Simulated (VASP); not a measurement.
# InP (F-43m) in VASP: notebook

Aim: see how the results for InP move with the level of theory and the settings. Levels: HSE06, PBE0. Tasks: single point.

Everything below comes from runs of VASP 6.6.1. Logs are shortened: lines on timing, memory, paths and dates and some standing lists are left out, and cuts for length are marked.

## Step 1: The cell of the first run

Symmetry: F-43m, No. 216, cubic system. The conventional cell has a = 5.861 Å, b = 5.861 Å, c = 5.861 Å, α = 90.00°, β = 90.00°, γ = 90.00°. Within 3.3 Å of In (site symmetry -43m) lie 4 P at 2.54 Å. P (site symmetry -43m) has 4 In at 2.54 Å within 3.3 Å.

## Step 2: Single point, HSE06

Contents of POSCAR:

```
InP
1.0
    0.0000000000      2.9305000000      2.9305000000
    2.9305000000      0.0000000000      2.9305000000
    2.9305000000      2.9305000000      0.0000000000
In P
1 1
Direct
    0.0000000000      0.0000000000      0.0000000000
    0.7500000000      0.7500000000      0.7500000000
```

Contents of INCAR.step1:

```
SYSTEM = InP
  PREC = Accurate
  ENCUT = 520
  EDIFF = 1E-5
  ISMEAR = 0
  SIGMA = 0.01
  LREAL = .FALSE.
  LASPH = .TRUE.
  NELM = 60
  ALGO = Normal
  ISIF = 2
  LWAVE = .TRUE.
  LCHARG = .FALSE.
  GGA = PE
  NBANDS = 16
```

Contents of INCAR.step2:

```
SYSTEM = InP
  PREC = Accurate
  ENCUT = 520
  EDIFF = 1E-7
  ISMEAR = 0
  SIGMA = 0.01
  LREAL = .FALSE.
  LASPH = .TRUE.
  NELM = 60
  ALGO = Normal
  ISIF = 2
  LWAVE = .FALSE.
  LCHARG = .FALSE.
  GGA = PE
  LHFCALC = .TRUE.
  HFSCREEN = 0.2079
  PRECFOCK = Normal
  ISTART = 1
  NBANDS = 16
```

Contents of KPOINTS:

```
Automatic mesh
0
G
  6 6 6
  0 0 0
```

Potentials or basis: VASP PAW PBE potentials, release 64 (In_d, P).

Command:

```bash
> cat potpaw_PBE.64/In_d/POTCAR potpaw_PBE.64/P/POTCAR > POTCAR
> cp INCAR.step1 INCAR
> mpirun -np 1 vasp_std > vasp.out
> cp INCAR.step2 INCAR
> mpirun -np 1 vasp_std > vasp.out
```

OUTCAR:

```text
SYSTEM = InP
   PREC = Accurate
   ENCUT = 520
   EDIFF = 1E-7
   ISMEAR = 0
   LREAL = .FALSE.
   LASPH = .TRUE.
   NELM = 60
   ISIF = 2
   GGA = PE
   LHFCALC = .TRUE.
   HFSCREEN = 0.2079
   PRECFOCK = Normal
   ISTART = 1

 ion  position               nearest neighbor table
   1  0.000  0.000  0.000-   2 2.54   2 2.54   2 2.54   2 2.54
   2  0.750  0.750  0.750-   1 2.54   1 2.54   1 2.54   1 2.54

  LATTYP: Found a face centered cubic cell.
 ALAT       =     5.8610000000

  Lattice vectors:

 A1 = (   0.0000000000,   2.9305000000,   2.9305000000)
 A2 = (   2.9305000000,   0.0000000000,   2.9305000000)
 A3 = (   2.9305000000,   2.9305000000,   0.0000000000)

Analysis of symmetry for initial positions (statically):
=====================================================================
 Subroutine PRICEL returns:
 Original cell was already a primitive cell.

 Routine SETGRP: Setting up the symmetry group for a
 face centered cubic supercell.

 Subroutine GETGRP returns: Found 24 space group operations
 (whereof 24 operations were pure point group operations)
 out of a pool of 48 trial point group operations.

The static configuration has the point symmetry T_d .

Analysis of symmetry for dynamics (positions and initial velocities):
=====================================================================
 Subroutine PRICEL returns:
 Original cell was already a primitive cell.

 Routine SETGRP: Setting up the symmetry group for a
 face centered cubic supercell.

 Subroutine GETGRP returns: Found 24 space group operations
 (whereof 24 operations were pure point group operations)
 out of a pool of 48 trial point group operations.

The dynamic configuration has the point symmetry T_d .

 Subroutine INISYM returns: Found 24 space group operations
 (whereof 24 operations are pure point group operations),
 and found     1 'primitive' translations

----------------------------------------------------------------------------------------

                                     Primitive cell

  volume of cell :      50.3333

  direct lattice vectors                    reciprocal lattice vectors
     0.000000000  2.930500000  2.930500000    -0.170619348  0.170619348  0.170619348
     2.930500000  0.000000000  2.930500000     0.170619348 -0.170619348  0.170619348
     2.930500000  2.930500000  0.000000000     0.170619348  0.170619348 -0.170619348

  length of vectors
     4.144352845  4.144352845  4.144352845     0.295521380  0.295521380  0.295521380
[... 79 lines left out ...]
   ISYM   =      3    0-nonsym 1-usesym 2-fastsym
   POTIM  = 0.5000    time-step for ionic-motion
   TEBEG  =    0.0;   TEEND  =   0.0 temperature during run
   PSTRESS=    0.0 pullay stress
   NELECT =      18.0000    total number of electrons
   NUPDOWN=      -1.0000    fix difference up-down
   EMIN   =  10.00;   EMAX   =-10.00  energy-range for DOS
   EFERMI =   0.00;   METHOD = LEGACY
   ISMEAR =     0;   SIGMA  =   0.01  broadening in eV -4-tet -1-fermi 0-gaus
   EFERMI_NEDOS =   21; number of points for ismear=-14 and -15
   IALGO  =     38    algorithm
   IMIX   =      1    mixing-type and parameters
     AMIX     =   0.40;   BMIX     =  1.00
     AMIX_MAG =   1.60;   BMIX_MAG =  1.00
  volume/ion in A,a.u.               =      25.17       169.83
  Fermi-wavevector in a.u.,A,eV,Ry     =   1.162021  2.195901 18.371846  1.350293
  Thomas-Fermi vector in A             =   2.298587
   LORBIT       =      0    0 simple, 1 ext, 2 COOP (PROOUT), +10 PAW based schemes
   GGA     = PE    functional components
   LHFCALC =     T    Hartree Fock is set to
   PRECFOCK=normal    Normal, Fast or Accurate (Low or Medium for compatibility)
   ENCUT4O =  -1.0   cutoff for four orbital integrals eV
   NKREDX  =     1    reduce k-point grid by
   NKREDY  =     1    reduce k-point grid by
   NKREDZ  =     1    reduce k-point grid by
   AEXX    =    0.2500 exact exchange contribution
   HFSCREEN=    0.2079 screening length (either q_TF or 0.3 A-1)
   HFSCREENC=   0.2079 screening length for correlation (either q_TF or 0.3 A-1)
   ENCUTFOCK=  -1.0 apply spherical cutoff to Coloumb kernel
   IVDW    =     0    specifies the selected vdW correction
   LEPSILON=     F    determine dielectric tensor
   LRPA    =     F    only Hartree local field effects (RPA)
 non-spin polarized calculation
 Gauss-broadening in eV      SIGMA  =   0.01
  energy-cutoff  :      520.00
  volume of cell :       50.33
 maximum number of plane-waves:      1380
  NGX = 24; NGY = 24; NGZ = 24

 number of electron      18.0000005 magnetization

 Free energy of the ion-electron system (eV)
  ---------------------------------------------------
  ext. energy  EPLUGINS =         0.00000000
  ---------------------------------------------------
  free energy    TOTEN  =        -9.98126392 eV

  energy without entropy =       -9.98126392  energy(sigma->0) =       -9.98126392

 E-fermi :   4.9066     XC(G=0):  -7.7301

 val. band max:        4.7677969271   @ k =   0.0000   0.0000   0.0000
 cond. band min:       6.2669962991   @ k =   0.0000   0.0000   0.0000
 fundamental gap:      1.4991993720
 Fermi energy:         4.9065817544

 k-point     1 :       0.0000    0.0000    0.0000
  band No.  band energies     occupation
      1     -11.1142      2.00000
      2     -11.1142      2.00000
      3     -11.1142      2.00000
      4     -10.9524      2.00000
      5     -10.9524      2.00000
      6      -7.9741      2.00000
[... 281 lines left out ...]
      3     -11.0152      2.00000
      4     -10.9817      2.00000
      5     -10.9316      2.00000
      6      -5.3269      2.00000
[... 8 lines left out ...]
     15      17.3013      0.00000
     16      18.0014      0.00000

------------------------ aborting loop because EDIFF is reached ----------------------------------------

  FORCE on cell =-STRESS in cart. coord.  units (eV):
  Direction    XX          YY          ZZ          XY          YZ          ZX
  --------------------------------------------------------------------------------------
  -------------------------------------------------------------------------------------
  Total        0.4302668      0.4302668      0.4302668      0.0000000      0.0000000     -0.0000000
  in kB       13.6959829     13.6959829     13.6959829      0.0000000      0.0000000     -0.0000000
  external PRESSURE =      13.6959829 kB  Pullay stress =       0.0000000 kB

 VOLUME and BASIS-vectors are now :
 -----------------------------------------------------------------------------
  energy-cutoff  :      520.00
  volume of cell :       50.33
      direct lattice vectors                 reciprocal lattice vectors
     0.000000000  2.930500000  2.930500000    -0.170619348  0.170619348  0.170619348
     2.930500000  0.000000000  2.930500000     0.170619348 -0.170619348  0.170619348
     2.930500000  2.930500000  0.000000000     0.170619348  0.170619348 -0.170619348

 POSITION                                       TOTAL-FORCE (eV/Angst)
 -----------------------------------------------------------------------------------
      0.00000      0.00000      0.00000         0.000000      0.000000      0.000000
      4.39575      4.39575      4.39575        -0.000000     -0.000000      0.000000
 -----------------------------------------------------------------------------------
    total drift:                               -0.000037     -0.000035     -0.000021

  FREE ENERGIE OF THE ION-ELECTRON SYSTEM (eV)
  ---------------------------------------------------
  free  energy   TOTEN  =        -9.9812639183 eV

  energy  without entropy=       -9.9812639183  energy(sigma->0) =       -9.98126392
```

OUTCAR.step1:

```text
SYSTEM = InP
   PREC = Accurate
   ENCUT = 520
   EDIFF = 1E-5
   ISMEAR = 0
   LREAL = .FALSE.
   LASPH = .TRUE.
[... 514 lines left out ...]
      0.00000      0.00000      0.00000        -0.000000     -0.000000     -0.000000
      4.39575      4.39575      4.39575         0.000000      0.000000      0.000000
 -----------------------------------------------------------------------------------
    total drift:                                0.000000      0.000000      0.000000

  FREE ENERGIE OF THE ION-ELECTRON SYSTEM (eV)
  ---------------------------------------------------
  free  energy   TOTEN  =        -8.3700900934 eV

  energy  without entropy=       -8.3700900934  energy(sigma->0) =       -8.37009009
```

Wall time 46 min (1 thread of Intel Xeon Platinum 8259CL at 2.50GHz (Skylake/Cascade Lake), shared host); peak memory 0.3 GiB.

What came out:

- Free energy: -9.9813 eV
- Pressure: 1.4 GPa
- Band gap on the k mesh: 1.50 eV

Levels at points of the mesh, in eV from the valence-band top:
| k point | band 6 | band 7 | band 8 | band 9 | band 10 | band 11 | band 12 | band 13 |
| --- | --- | --- | --- | --- | --- | --- | --- | --- |
| (0.00, 0.00, 0.00) | -12.74 | 0.00 | 0.00 | 0.00 | 1.50 | 4.92 | 4.92 | 4.92 |
| (0.50, 0.00, 0.00) | -10.87 | -6.25 | -1.06 | -1.06 | 2.26 | 5.65 | 5.65 | 8.03 |
| (0.50, 0.50, 0.00) | -10.16 | -6.24 | -2.54 | -2.54 | 2.36 | 2.99 | 10.42 | 10.91 |

Caveat: the PAW data sets were made with another functional, which shifts forces and pressure a little; spin-orbit coupling is left out, which moves the levels of the heavy elements.

## Step 3: Single point, PBE0

This run uses another cell than the first one, of 23.66 Å³/atom.

Contents of POSCAR:

```
InP
1.0
    0.0000000000      2.8706770916      2.8706770916
    2.8706770916      0.0000000000      2.8706770916
    2.8706770916      2.8706770916      0.0000000000
In P
1 1
Direct
    0.0000000000      0.0000000000      0.0000000000
    0.7500000000      0.7500000000      0.7500000000
```

Contents of INCAR.step1:

```
ALGO = Normal
EDIFF = 1E-5
ENCUT = 520
GGA = PE
ISIF = 2
ISMEAR = -1
LASPH = True
LCHARG = False
LREAL = False
LWAVE = True
NBANDS = 16
NELM = 80
PREC = Accurate
SIGMA = 0.05
```

Contents of INCAR.step2:

```
AEXX = 0.25
ALGO = Normal
EDIFF = 1E-6
ENCUT = 520
GGA = PE
ISIF = 2
ISMEAR = -1
ISTART = 1
LASPH = True
LCHARG = False
LHFCALC = True
LREAL = False
LWAVE = False
NBANDS = 16
NELM = 80
PREC = Accurate
PRECFOCK = Normal
SIGMA = 0.05
```

Contents of KPOINTS:

```
k-points
0
Gamma
  4 4 4
```

Potentials or basis: VASP PAW PBE potentials, release 64 (In_d, P).

Command:

```bash
> cat potpaw_PBE.64/In_d/POTCAR potpaw_PBE.64/P/POTCAR > POTCAR
> cp INCAR.step1 INCAR
> mpirun -np 1 vasp_std > vasp.out
> cp INCAR.step2 INCAR
> mpirun -np 1 vasp_std > vasp.out
```

Run time: 5.9 min. Hardware: 1 thread of Intel Xeon Platinum 8375C at 2.90GHz (Ice Lake), shared host; peak memory 0.17 GiB.

It converged, with:

```
Free energy            : -10.7632 eV
Pressure               : 6.6 GPa
Band gap on the k mesh : 2.63 eV
```

Levels at points of the mesh, in eV from the valence-band top:
```
           k point  band 7  band 8  band 9  band 10  band 11  band 12
(0.00, 0.00, 0.00)    0.00    0.00    0.00     2.63     5.66     5.66
(0.50, 0.00, 0.00)   -6.68   -1.17   -1.17     3.18     6.41     6.41
(0.50, 0.50, 0.00)   -6.60   -2.80   -2.80     2.98     3.73    11.65
```

Caveat: the k points lie up to 0.47 Å⁻¹ apart; the PAW data sets were made with another functional, which shifts forces and pressure a little; spin-orbit coupling is left out, which moves the levels of the heavy elements. A k mesh can miss the band edges.
